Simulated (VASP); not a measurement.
# Zr2CdF6 (Fm-3m) in VASP: further runs

Runs on Zr2CdF6. Level: PBE. Tasks: single point, relaxation of cell and atoms.

Program: VASP 6.6.1. These are calculated values, not measurements. Logs are shortened: lines on timing, memory, paths and dates and some standing lists are left out, and cuts for length are marked.

## 1. The cell of the first run

It takes space group Fm-3m (No. 225, cubic). Conventional cell: a = 8.010 Å, b = 8.010 Å, c = 8.010 Å, α = 90.00°, β = 90.00°, γ = 90.00°. Zr (site symmetry -43m) has 12 F at 2.83 Å and 4 Cd at 3.47 Å within 3.7 Å. Cd (site symmetry m-3m) has 6 F at 2.00 Å within 2.7 Å. Within 2.7 Å of F (site symmetry 4mm) lie 1 Cd at 2.00 Å.

## 2. Single point, PBE (atoms taken out)

File INCAR:

```
SYSTEM = Zr2CdF6
ALGO = Normal
EDIFF = 1E-6
ENCUT = 600
GGA = PE
GGA_COMPAT = .FALSE.
ISIF = 2
ISMEAR = 0
LASPH = .TRUE.
LCHARG = .TRUE.
LELF = .TRUE.
LREAL = .FALSE.
LVHAR = .TRUE.
LWAVE = .FALSE.
NBANDS = 53
NELM = 120
PREC = Accurate
SIGMA = 0.1
```

File KPOINTS:

```
k-points
0
G
  4 4 4
  0 0 0
```

File POSCAR:

```
Zr2CdF6
1.0
    0.0000000000      4.0047614500      4.0047614500
    4.0047614500      0.0000000000      4.0047614500
    4.0047614500      4.0047614500      0.0000000000
Zr Cd F
2 1 6
Direct
    0.2500000000      0.2500000000      0.2500000000
    0.7500000000      0.7500000000      0.7500000000
    0.0000000000      0.0000000000      0.0000000000
    0.7500000000      0.2500000000      0.2500000000
    0.2500000000      0.7500000000      0.7500000000
    0.2500000000      0.7500000000      0.2500000000
    0.7500000000      0.2500000000      0.7500000000
    0.2500000000      0.2500000000      0.7500000000
    0.7500000000      0.7500000000      0.2500000000
```

Potentials or basis: VASP PAW PBE potentials, release 64 (Zr_sv, Cd_sv_GW, F).

Command:

```console
$ cat potpaw_PBE.64/Zr_sv/POTCAR potpaw_PBE.64/Cd_sv_GW/POTCAR potpaw_PBE.64/F/POTCAR > POTCAR
$ mpirun -np 1 vasp_std > vasp.out
```

OUTCAR:

```text
SYSTEM = Zr2CdF6
   EDIFF = 1E-6
   ENCUT = 600
   GGA = PE
   ISIF = 2
   ISMEAR = 0
   LASPH = .TRUE.
   LREAL = .FALSE.
   NELM = 120
   PREC = Accurate

 ion  position               nearest neighbor table
   1  0.250  0.250  0.250-   4 2.83   6 2.83   8 2.83   5 2.83   7 2.83   8 2.83   5 2.83   6 2.83
                             9 2.83   4 2.83   7 2.83   9 2.83
   2  0.750  0.750  0.750-   5 2.83   7 2.83   9 2.83   4 2.83   6 2.83   9 2.83   4 2.83   7 2.83
                             8 2.83   5 2.83   6 2.83   8 2.83
   3  0.000  0.000  0.000-   4 2.00   5 2.00   6 2.00   7 2.00   8 2.00   9 2.00
   4  0.750  0.250  0.250-   3 2.00   1 2.83   2 2.83   2 2.83   1 2.83
   5  0.250  0.750  0.750-   3 2.00   2 2.83   1 2.83   1 2.83   2 2.83
   6  0.250  0.750  0.250-   3 2.00   1 2.83   2 2.83   1 2.83   2 2.83
   7  0.750  0.250  0.750-   3 2.00   2 2.83   1 2.83   2 2.83   1 2.83
   8  0.250  0.250  0.750-   3 2.00   1 2.83   1 2.83   2 2.83   2 2.83
   9  0.750  0.750  0.250-   3 2.00   2 2.83   2 2.83   1 2.83   1 2.83

  LATTYP: Found a face centered cubic cell.
 ALAT       =     8.0095229000

  Lattice vectors:

 A1 = (   0.0000000000,   4.0047614500,   4.0047614500)
 A2 = (   4.0047614500,   0.0000000000,   4.0047614500)
 A3 = (   4.0047614500,   4.0047614500,   0.0000000000)

Analysis of symmetry for initial positions (statically):
=====================================================================
 Subroutine PRICEL returns:
 Original cell was already a primitive cell.

 Routine SETGRP: Setting up the symmetry group for a
 face centered cubic supercell.

 Subroutine GETGRP returns: Found 48 space group operations
 (whereof 48 operations were pure point group operations)
 out of a pool of 48 trial point group operations.

The static configuration has the point symmetry O_h .

Analysis of symmetry for dynamics (positions and initial velocities):
=====================================================================
 Subroutine PRICEL returns:
 Original cell was already a primitive cell.

 Routine SETGRP: Setting up the symmetry group for a
 face centered cubic supercell.

 Subroutine GETGRP returns: Found 48 space group operations
 (whereof 48 operations were pure point group operations)
 out of a pool of 48 trial point group operations.

The dynamic configuration has the point symmetry O_h .

[... 99 lines left out ...]
   IBRION =     -1    ionic relax: 0-MD 1-quasi-New 2-CG
   NFREE  =      0    steps in history (QN), initial steepest desc. (CG)
   ISIF   =      2    stress and relaxation
   ISYM   =      2    0-nonsym 1-usesym 2-fastsym
   POTIM  = 0.5000    time-step for ionic-motion
   TEBEG  =    0.0;   TEEND  =   0.0 temperature during run
   PSTRESS=    0.0 pullay stress
   NELECT =      86.0000    total number of electrons
   NUPDOWN=      -1.0000    fix difference up-down
   EMIN   =  10.00;   EMAX   =-10.00  energy-range for DOS
   EFERMI =   0.00;   METHOD = LEGACY
   ISMEAR =     0;   SIGMA  =   0.10  broadening in eV -4-tet -1-fermi 0-gaus
   EFERMI_NEDOS =   21; number of points for ismear=-14 and -15
   IALGO  =     38    algorithm
   IMIX   =      4    mixing-type and parameters
     AMIX     =   0.40;   BMIX     =  1.00
     AMIX_MAG =   1.60;   BMIX_MAG =  1.00
  volume/ion in A,a.u.               =      14.27        96.32
  Fermi-wavevector in a.u.,A,eV,Ry     =   1.432147  2.706366 27.906170  2.051046
  Thomas-Fermi vector in A             =   2.551806
   LORBIT       =      0    0 simple, 1 ext, 2 COOP (PROOUT), +10 PAW based schemes
   GGA     = PE    functional components
   LHFCALC =     F    Hartree Fock is set to
   AEXX    =    0.0000 exact exchange contribution
   IVDW    =     0    specifies the selected vdW correction
   LEPSILON=     F    determine dielectric tensor
   LRPA    =     F    only Hartree local field effects (RPA)
 non-spin polarized calculation
 Gauss-broadening in eV      SIGMA  =   0.10
  energy-cutoff  :      600.00
  volume of cell :      128.46
 maximum number of plane-waves:      4314
 NGX is ok and might be reduce to    48
   NGX = 23   NGY = 23   NGZ = 23

 number of electron      85.9999990 magnetization

 Free energy of the ion-electron system (eV)
  ---------------------------------------------------
  ext. energy  EPLUGINS =         0.00000000
  ---------------------------------------------------
  free energy    TOTEN  =       -41.94752560 eV

  energy without entropy =      -41.88955408  energy(sigma->0) =      -41.91853984

 E-fermi :   6.1467     XC(G=0): -10.3554

 val. band max:        6.1190963992   @ k =   0.2500   0.2500   0.0000
 cond. band min:       6.1591725800   @ k =   0.5000   0.0000   0.0000
 fundamental gap:      0.0400761808
 Fermi energy:         6.1467422672

 k-point     1 :       0.0000    0.0000    0.0000
  band No.  band energies     occupation
      1     -95.5219      2.00000
      2     -56.6956      2.00000
      3     -56.6956      2.00000
      4     -56.6956      2.00000
      5     -45.1605      2.00000
      6     -45.1539      2.00000
[... 437 lines left out ...]
     52       9.4445      0.00000
     53       9.5142      0.00000

------------------------ aborting loop because EDIFF is reached ----------------------------------------

  FORCE on cell =-STRESS in cart. coord.  units (eV):
  Direction    XX          YY          ZZ          XY          YZ          ZX
  --------------------------------------------------------------------------------------
  -------------------------------------------------------------------------------------
  Total        5.5975579      5.5975579      5.5975579     -0.0000000      0.0000000      0.0000000
  in kB       69.8150773     69.8150773     69.8150773     -0.0000000      0.0000000      0.0000000
  external PRESSURE =      69.8150773 kB  Pullay stress =       0.0000000 kB

 VOLUME and BASIS-vectors are now :
 -----------------------------------------------------------------------------
  energy-cutoff  :      600.00
  volume of cell :      128.46
      direct lattice vectors                 reciprocal lattice vectors
     0.000000000  4.004761450  4.004761450    -0.124851382  0.124851382  0.124851382
     4.004761450  0.000000000  4.004761450     0.124851382 -0.124851382  0.124851382
     4.004761450  4.004761450  0.000000000     0.124851382  0.124851382 -0.124851382

 POSITION                                       TOTAL-FORCE (eV/Angst)
 -----------------------------------------------------------------------------------
      2.00238      2.00238      2.00238        -0.000000      0.000000     -0.000000
      6.00714      6.00714      6.00714        -0.000000     -0.000000     -0.000000
      0.00000      0.00000      0.00000         0.000000      0.000000     -0.000000
      2.00238      4.00476      4.00476         3.087396      0.000000     -0.000000
      6.00714      4.00476      4.00476        -3.087396      0.000000     -0.000000
      4.00476      2.00238      4.00476         0.000000      3.087396     -0.000000
      4.00476      6.00714      4.00476         0.000000     -3.087396     -0.000000
      4.00476      4.00476      2.00238         0.000000      0.000000      3.087396
      4.00476      4.00476      6.00714         0.000000      0.000000     -3.087396
 -----------------------------------------------------------------------------------
    total drift:                                0.000000     -0.000000     -0.000000

  FREE ENERGIE OF THE ION-ELECTRON SYSTEM (eV)
  ---------------------------------------------------
  free  energy   TOTEN  =       -41.9475256044 eV

  energy  without entropy=      -41.8895540820  energy(sigma->0) =      -41.91853984
```

OSZICAR:

```text
N       E                     dE             d eps       ncg     rms          rms(c)
DAV:   1     0.139906007278E+04    0.13991E+04   -0.50196E+04   856   0.202E+03
DAV:   2     0.119243124222E+03   -0.12798E+04   -0.11955E+04   856   0.617E+02
DAV:   3    -0.358707774069E+02   -0.15511E+03   -0.15204E+03  1264   0.246E+02
DAV:   4    -0.492644629248E+02   -0.13394E+02   -0.13066E+02  1219   0.593E+01
DAV:   5    -0.503278100525E+02   -0.10633E+01   -0.10377E+01  1472   0.142E+01    0.320E+01
DAV:   6    -0.421306920597E+02    0.81971E+01   -0.41112E+01  1323   0.400E+01    0.236E+01
DAV:   7    -0.419978799076E+02    0.13281E+00   -0.23718E+00  1312   0.107E+01    0.144E+01
DAV:   8    -0.419670837398E+02    0.30796E-01   -0.70438E-01  1231   0.716E+00    0.167E+00
DAV:   9    -0.419458279927E+02    0.21256E-01   -0.13260E-01  1280   0.455E+00    0.324E-01
DAV:  10    -0.419469788924E+02   -0.11509E-02   -0.12880E-02  1217   0.746E-01    0.281E-01
DAV:  11    -0.419474712477E+02   -0.49236E-03   -0.10024E-03  1355   0.502E-01    0.767E-02
DAV:  12    -0.419475335797E+02   -0.62332E-04   -0.28129E-04  1292   0.180E-01    0.761E-02
DAV:  13    -0.419475244369E+02    0.91428E-05   -0.90773E-05  1318   0.157E-01    0.104E-02
DAV:  14    -0.419475253811E+02   -0.94423E-06   -0.10255E-05  1081   0.181E-02    0.408E-03
DAV:  15    -0.419475256044E+02   -0.22324E-06   -0.48170E-07   568   0.951E-03
   1 F= -.41947526E+02 E0= -.41918540E+02  d E =-.579715E-01
```

stdout:

```text
POSCAR found type information on POSCAR ZrCdF
 POSCAR found :  3 types and       9 ions
 scaLAPACK will be used
 LDA part: xc-table for (Slater+PW92), standard interpolation
 POSCAR, INCAR and KPOINTS ok, starting setup
 FFT: planning ... GRIDC
 FFT: planning ... GRID_SOFT
 FFT: planning ... GRID
 WAVECAR not read
 entering main loop
```

Wall time 1.8 min (1 thread of Intel Xeon Platinum 8488C (Sapphire Rapids), shared host); peak memory 0.36 GiB.

What came out:

* Free energy: -41.9475 eV
* Pressure: 7.0 GPa
* Band gap on the k mesh: zero (bands 43 and 44 overlap by 0.99 eV)

Levels at points of the mesh, in eV from the Fermi level:
| k point | band 40 | band 41 | band 42 | band 43 | band 44 | band 45 | band 46 | band 47 |
| --- | --- | --- | --- | --- | --- | --- | --- | --- |
| (0.00, 0.00, 0.00) | -2.86 | -2.86 | -1.13 | -1.13 | -0.91 | -0.17 | -0.17 | -0.17 |
| (0.50, 0.00, 0.00) | -3.09 | -3.09 | -0.03 | -0.03 | 0.01 | 0.01 | 0.20 | 0.37 |
| (0.50, 0.50, 0.00) | -3.69 | -2.86 | -0.13 | -0.13 | 0.16 | 0.28 | 0.49 | 1.09 |

Caveat: the cell differs from its parent crystal (atoms taken out); the cell stands under pressure.

(Continued in part 2 of 2.)
